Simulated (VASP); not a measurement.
# KF (Fm-3m) in VASP: single point with PBEsol

Aim: the single point of KF with PBEsol.

Program: VASP 6.6.1. These are calculated values, not measurements. Logs are shortened: lines on timing, memory, paths and dates and some standing lists are left out, and cuts for length are marked.

## (1) The cell of the first run

Symmetry: Fm-3m, No. 225, cubic system. Conventional cell: a = 5.173 Å, b = 5.173 Å, c = 5.173 Å, α = 90.00°, β = 90.00°, γ = 90.00°. Within 3.4 Å of K (site symmetry m-3m) lie 6 F at 2.59 Å. F (site symmetry m-3m) has 6 K at 2.59 Å within 3.4 Å.

## (2) Single point, PBEsol

INCAR

```
SYSTEM = KF
  PREC = Accurate
  ENCUT = 520
  EDIFF = 1E-7
  ISMEAR = 0
  SIGMA = 0.05
  LREAL = .False.
  LASPH = .True.
  NELM = 100
  ALGO = Normal
  ISIF = 2
  LWAVE = .False.
  LCHARG = .True.
  GGA = PS
  LELF = .True.
  LVHAR = .True.
  NBANDS = 15
```

KPOINTS

```
regular mesh
0
Gamma
  8 8 8
  0 0 0
```

POSCAR

```
KF
1.0
    3.4488457302      0.8622114326      0.8622114326
    0.8622114326      3.4488457302      0.8622114326
    0.8622114326      0.8622114326      3.4488457302
K F
1 1
Direct
    0.0000000000      0.0000000000      0.0000000000
    0.5000000000      0.5000000000      0.5000000000
```

Potentials or basis: VASP PAW PBE potentials, release 64 (K_sv, F).

Launch:

```console
cat potpaw_PBE.64/K_sv/POTCAR potpaw_PBE.64/F/POTCAR > POTCAR
mpirun -np 1 vasp_std > vasp.out
```

OUTCAR:

```text
SYSTEM = KF
   PREC = Accurate
   ENCUT = 520
   EDIFF = 1E-7
   ISMEAR = 0
   LREAL = .False.
   LASPH = .True.
   NELM = 100
   ISIF = 2
   GGA = PS

 ion  position               nearest neighbor table
   1  0.000  0.000  0.000-   2 2.59   2 2.59   2 2.59   2 2.59   2 2.59   2 2.59
   2  0.500  0.500  0.500-   1 2.59   1 2.59   1 2.59   1 2.59   1 2.59   1 2.59

  LATTYP: Found a face centered cubic cell.
 ALAT       =     5.1732685953

  Lattice vectors:

 A1 = (   3.4488457302,   0.8622114326,   0.8622114326)
 A2 = (   0.8622114326,   3.4488457302,   0.8622114326)
 A3 = (   0.8622114326,   0.8622114326,   3.4488457302)

Analysis of symmetry for initial positions (statically):
=====================================================================
 Subroutine PRICEL returns:
 Original cell was already a primitive cell.

 Routine SETGRP: Setting up the symmetry group for a
 face centered cubic supercell.

 Subroutine GETGRP returns: Found 48 space group operations
 (whereof 48 operations were pure point group operations)
 out of a pool of 48 trial point group operations.

The static configuration has the point symmetry O_h .

Analysis of symmetry for dynamics (positions and initial velocities):
=====================================================================
 Subroutine PRICEL returns:
 Original cell was already a primitive cell.

 Routine SETGRP: Setting up the symmetry group for a
 face centered cubic supercell.

 Subroutine GETGRP returns: Found 48 space group operations
 (whereof 48 operations were pure point group operations)
 out of a pool of 48 trial point group operations.

The dynamic configuration has the point symmetry O_h .

 Subroutine INISYM returns: Found 48 space group operations
 (whereof 48 operations are pure point group operations),
 and found     1 'primitive' translations

----------------------------------------------------------------------------------------

                                     Primitive cell

  volume of cell :      34.6127

  direct lattice vectors                    reciprocal lattice vectors
     3.448845730  0.862211433  0.862211433     0.322168980 -0.064433796 -0.064433796
     0.862211433  3.448845730  0.862211433    -0.064433796  0.322168980 -0.064433796
     0.862211433  0.862211433  3.448845730    -0.064433796 -0.064433796  0.322168980

  length of vectors
     3.658053305  3.658053305  3.658053305     0.334807825  0.334807825  0.334807825

  position of ions in fractional coordinates (direct lattice)
     0.000000000  0.000000000  0.000000000
     0.500000000  0.500000000  0.500000000

  ion indices of the primitive-cell ions
   primitive index   ion index
                 1           1
                 2           2

----------------------------------------------------------------------------------------

 KPOINTS: regular mesh

Automatic generation of k-mesh.
 Grid dimensions read from file:
 generate k-points for:    8    8    8

 Generating k-lattice:

  Cartesian coordinates                     Fractional coordinates (reciprocal lattice)
     0.040271123 -0.008054225 -0.008054225     0.125000000  0.000000000  0.000000000
    -0.008054225  0.040271123 -0.008054225     0.000000000  0.125000000  0.000000000
    -0.008054225 -0.008054225  0.040271123     0.000000000  0.000000000  0.125000000

  Length of vectors
     0.041850978  0.041850978  0.041850978

  Shift w.r.t. Gamma in fractional coordinates (k-lattice)
     0.000000000  0.000000000  0.000000000

 Subroutine IBZKPT returns following result:
 ===========================================

 Found     29 irreducible k-points:

 Following reciprocal coordinates:
            Coordinates               Weight
  0.000000  0.000000  0.000000      1.000000
  0.125000 -0.000000 -0.000000      8.000000
  0.250000 -0.000000 -0.000000      8.000000
  0.375000 -0.000000  0.000000      8.000000
  0.500000 -0.000000 -0.000000      4.000000
  0.125000  0.125000  0.000000      6.000000
[... 16 lines left out ...]
  0.500000  0.250000  0.125000     48.000000
 -0.375000  0.250000  0.125000     24.000000
 [... further k-points ...]
   k-points           NKPTS =     29   k-points in BZ     NKDIM =     29   number of bands    NBANDS=     15
   number of dos      NEDOS =    301   number of ions     NIONS =      2
   total plane-waves  NPLWV =  21952
   dimension x,y,z NGX =    28 NGY =   28 NGZ =   28
   dimension x,y,z NGXF=    56 NGYF=   56 NGZF=   56
   ions per type =               1   1
   NGX,Y,Z   is equivalent  to a cutoff of  12.73, 12.73, 12.73 a.u.
   NGXF,Y,Z  is equivalent  to a cutoff of  25.45, 25.45, 25.45 a.u.
 SYSTEM =  KF
   PREC   = accura    normal or accurate (medium, high low for compatibility)
   ISTART =      0    job   : 0-new  1-cont  2-samecut
   ICHARG =      2    charge: 1-file 2-atom 10-const
   ISPIN  =      1    spin polarized calculation?
   LNONCOLLINEAR =      F non collinear calculations
   LSORBIT =      F    spin-orbit coupling
   LASPH  =      T    aspherical Exc in radial PAW
   ENCUT  =  520.0 eV  38.22 Ry    6.18 a.u.   6.80  6.80  6.80*2*pi/ulx,y,z
   NELM   =    100;   NELMIN=  2; NELMDL= -5     # of ELM steps
   EDIFF  = 0.1E-06   stopping-criterion for ELM
   LREAL  =      F    real-space projection
   EDIFFG = 0.1E-05   stopping-criterion for IOM
   NSW    =      0    number of steps for IOM
   IBRION =     -1    ionic relax: 0-MD 1-quasi-New 2-CG
   NFREE  =      0    steps in history (QN), initial steepest desc. (CG)
   ISIF   =      2    stress and relaxation
   ISYM   =      2    0-nonsym 1-usesym 2-fastsym
   POTIM  = 0.5000    time-step for ionic-motion
   TEBEG  =    0.0;   TEEND  =   0.0 temperature during run
   PSTRESS=    0.0 pullay stress
   NELECT =      16.0000    total number of electrons
   NUPDOWN=      -1.0000    fix difference up-down
   EMIN   =  10.00;   EMAX   =-10.00  energy-range for DOS
   EFERMI =   0.00;   METHOD = LEGACY
   ISMEAR =     0;   SIGMA  =   0.05  broadening in eV -4-tet -1-fermi 0-gaus
   EFERMI_NEDOS =   21; number of points for ismear=-14 and -15
   IALGO  =     38    algorithm
   IMIX   =      4    mixing-type and parameters
     AMIX     =   0.40;   BMIX     =  1.00
     AMIX_MAG =   1.60;   BMIX_MAG =  1.00
  volume/ion in A,a.u.               =      17.31       116.79
  Fermi-wavevector in a.u.,A,eV,Ry     =   1.265814  2.392041 21.800402  1.602284
  Thomas-Fermi vector in A             =   2.399047
   LORBIT       =      0    0 simple, 1 ext, 2 COOP (PROOUT), +10 PAW based schemes
   GGA     = PS    functional components
   LHFCALC =     F    Hartree Fock is set to
   AEXX    =    0.0000 exact exchange contribution
   IVDW    =     0    specifies the selected vdW correction
   LEPSILON=     F    determine dielectric tensor
   LRPA    =     F    only Hartree local field effects (RPA)
 non-spin polarized calculation
 Gauss-broadening in eV      SIGMA  =   0.05
  energy-cutoff  :      520.00
  volume of cell :       34.61
 maximum number of plane-waves:       950
   NGX = 13   NGY = 13   NGZ = 13

 number of electron      16.0000000 magnetization

 Free energy of the ion-electron system (eV)
  ---------------------------------------------------
  ext. energy  EPLUGINS =         0.00000000
  ---------------------------------------------------
  free energy    TOTEN  =        -8.49038022 eV

  energy without entropy =       -8.49038022  energy(sigma->0) =       -8.49038022

 E-fermi :  -2.3247     XC(G=0):  -9.0887

 val. band max:       -2.6326142936   @ k =   0.0000   0.0000   0.0000
 cond. band min:       3.9078896970   @ k =   0.0000   0.0000   0.0000
 fundamental gap:      6.5405039906
 Fermi energy:        -2.3246656358

 k-point     1 :       0.0000    0.0000    0.0000
  band No.  band energies     occupation
      1     -28.3472      2.00000
      2     -21.2125      2.00000
      3     -11.5709      2.00000
      4     -11.5709      2.00000
      5     -11.5709      2.00000
      6      -2.6326      2.00000
      7      -2.6326      2.00000
      8      -2.6326      2.00000
      9       3.9079      0.00000
     10       8.2479      0.00000
     11       8.2479      0.00000
     12       8.2479      0.00000
     13      10.0654      0.00000
     14      10.0654      0.00000
     15      14.6894      0.00000

 k-point     2 :       0.1250   -0.0000   -0.0000
  band No.  band energies     occupation
      1     -28.3249      2.00000
      2     -21.2348      2.00000
      3     -11.6216      2.00000
      4     -11.5772      2.00000
      5     -11.5772      2.00000
      6      -2.7989      2.00000
      7      -2.7013      2.00000
      8      -2.7013      2.00000
      9       4.3831      0.00000
     10       7.9811      0.00000
     11       8.4840      0.00000
     12       8.4840      0.00000
     13      10.2445      0.00000
     14      10.2445      0.00000
     15      15.5394      0.00000

 k-point     3 :       0.2500   -0.0000   -0.0000
  band No.  band energies     occupation
      1     -28.2702      2.00000
      2     -21.2906      2.00000
      3     -11.7427      2.00000
      4     -11.5923      2.00000
      5     -11.5923      2.00000
      6      -3.1490      2.00000
      7      -2.8625      2.00000
      8      -2.8625      2.00000
      9       5.5345      0.00000
     10       7.6589      0.00000
     11       9.0766      0.00000
     12       9.0766      0.00000
     13      10.7801      0.00000
     14      10.7801      0.00000
     15      16.8573      0.00000
[... 343 lines left out ...]
 k-point    23 :       0.5000    0.2500    0.1250
  band No.  band energies     occupation
      1     -28.1906      2.00000
      2     -21.3264      2.00000
      3     -11.9368      2.00000
      4     -11.8482      2.00000
      5     -11.6519      2.00000
      6      -3.2819      2.00000
      7      -3.0050      2.00000
      8      -2.7948      2.00000
      9       6.8870      0.00000
     10       7.3535      0.00000
     11       9.5789      0.00000
     12      10.3950      0.00000
     13      11.4611      0.00000
     14      12.5345      0.00000
     15      14.5896      0.00000

 k-point    24 :      -0.3750    0.2500    0.1250
  band No.  band energies     occupation
      1     -28.1729      2.00000
      2     -21.3373      2.00000
      3     -11.9973      2.00000
      4     -11.8731      2.00000
      5     -11.6598      2.00000
      6      -3.2918      2.00000
      7      -2.9635      2.00000
      8      -2.9182      2.00000
      9       7.0354      0.00000
     10       7.8007      0.00000
     11       9.5629      0.00000
     12      10.5844      0.00000
     13      11.9893      0.00000
     14      13.1767      0.00000
     15      13.6091      0.00000

 [... further k-points ...]
[... 5 lines left out ...]
  --------------------------------------------------------------------------------------
  -------------------------------------------------------------------------------------
  Total        0.6920121      0.6920121      0.6920121      0.0000000      0.0000000      0.0000000
  in kB       32.0323795     32.0323795     32.0323795      0.0000000      0.0000000      0.0000000
  external PRESSURE =      32.0323795 kB  Pullay stress =       0.0000000 kB

 VOLUME and BASIS-vectors are now :
 -----------------------------------------------------------------------------
  energy-cutoff  :      520.00
  volume of cell :       34.61
      direct lattice vectors                 reciprocal lattice vectors
     3.448845730  0.862211433  0.862211433     0.322168980 -0.064433796 -0.064433796
     0.862211433  3.448845730  0.862211433    -0.064433796  0.322168980 -0.064433796
     0.862211433  0.862211433  3.448845730    -0.064433796 -0.064433796  0.322168980

 POSITION                                       TOTAL-FORCE (eV/Angst)
 -----------------------------------------------------------------------------------
      0.00000      0.00000      0.00000        -0.000000      0.000000      0.000000
      2.58663      2.58663      2.58663         0.000000     -0.000000     -0.000000
 -----------------------------------------------------------------------------------
    total drift:                                0.000000      0.000000      0.000000

  FREE ENERGIE OF THE ION-ELECTRON SYSTEM (eV)
  ---------------------------------------------------
  free  energy   TOTEN  =        -8.4903802152 eV

  energy  without entropy=       -8.4903802152  energy(sigma->0) =       -8.49038022
```

Wall time 28 s (1 thread of Intel Xeon 8259CL, shared host); peak memory 0.16 GiB.

What came out:

```
Free energy            : -8.4904 eV
Pressure               : 3.2 GPa
Band gap on the k mesh : 6.54 eV
```

Levels at points of the mesh, in eV from the valence-band top:
```tsv
k point	band 5	band 6	band 7	band 8	band 9	band 10	band 11	band 12
(0.00, 0.00, 0.00)	-8.94	0.00	0.00	0.00	6.54	10.88	10.88	10.88
(0.50, 0.00, 0.00)	-8.98	-0.93	-0.45	-0.45	9.36	11.19	12.51	12.51
(0.50, 0.50, 0.00)	-9.23	-0.15	-0.03	-0.03	8.14	10.78	12.44	14.12
```

Caveat: the cell stands under pressure; the PAW data sets were made with another functional, which shifts forces and pressure a little.
